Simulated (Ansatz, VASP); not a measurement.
## Co in VASP and in Ansatz

```xyz
1
Lattice="0.0000 1.7074 1.7074 1.7074 0.0000 1.7074 1.7074 1.7074 0.0000" Properties=species:S:1:pos:R:3 pbc="T T T"
Co    0.0000    0.0000    0.0000
```

Alike in both runs: task single point; functional r2SCAN; k mesh 18 × 18 × 18; occupations fermi-dirac, width 0.1 eV; no spin polarisation.

|  | VASP | Ansatz |
| --- | --- | --- |
| version | VASP 6.6.1 | Ansatz 0.2.0 |
| potentials or method | VASP PAW PBE potentials, release 64 (Co), cutoff 520 eV | plane waves (500 eV) with PAW, scalar-relativistic |
| valence electrons in the cell | 9 | 17 |

Ansatz gave:

```
pressure (GPa) : 0.0
```

Estimate VASP's values.

pressure (GPa): 0.2.

VASP's potentials were made for PBE, not for r2SCAN. VASP's potentials hold 9 valence electrons a cell and Ansatz's 17, so a difference there can come from the potentials and not from the codes.
